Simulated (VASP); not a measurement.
The system is Sb.

```
Sb
1.0
    -1.87134    1.87134    1.87134
     1.87134   -1.87134    1.87134
     1.87134    1.87134   -1.87134
Sb
1
Direct
  0.00000 0.00000 0.00000
```

Base run:

| Quantity | Value |
| --- | --- |
| Program | VASP 6.6.1 |
| Functional | LDA |
| Potentials or basis | VASP PAW LDA potentials, release 64 (Sb) |
| Cutoff | 520 eV |
| k mesh | 10 × 10 × 10 |
| Occupations | fermi-dirac, width 0.05 eV |
| Spin | no spin polarisation |

Its results: pressure -1.1 GPa.

Problem. The run is repeated on the same cell with these changes: k mesh from 10 × 10 × 10 to 7 × 7 × 7; further incar settings from ALGO = Normal; EDIFF = 1e-07; NBANDS = 8 to ALGO = Normal; EDIFF = 1e-06; NBANDS = 8. What comes out?

Solution. Pressure -1.8 GPa.
